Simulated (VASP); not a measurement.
The system is Sn3Se.

```xyz
4
Lattice="4.6778 0.0000 0.0000 0.0000 4.6778 0.0000 0.0000 0.0000 4.6778" Properties=species:S:1:pos:R:3 pbc="T T T"
Sn    2.3389    2.3389    0.0000
Sn    2.3389    0.0000    2.3389
Sn    0.0000    2.3389    2.3389
Se    0.0000    0.0000    0.0000
```

Base run:

* Program: VASP 6.6.1
* Functional: r2SCAN
* Potentials or basis: VASP PAW PBE potentials, release 64 (Sn_d, Se)
* Cutoff: 520 eV
* k mesh: 6 × 6 × 6
* Occupations: fermi-dirac, width 0.05 eV
* Spin: no spin polarisation

Its results: band gap on the k mesh zero (band 24 reaches 9.81 eV, above the bottom of band 25 at 7.22 eV); pressure 1.5 GPa.

Q: The run is repeated on the same cell with these changes: functional from r2SCAN to PBEsol. What comes out?

A: Band gap on the k mesh zero (band 24 reaches 9.66 eV, above the bottom of band 25 at 7.23 eV); pressure -0.7 GPa.

Caveats: the PAW data sets were made with another functional, which shifts forces and pressure a little; spin-orbit coupling is left out, which moves the levels of the heavy elements.
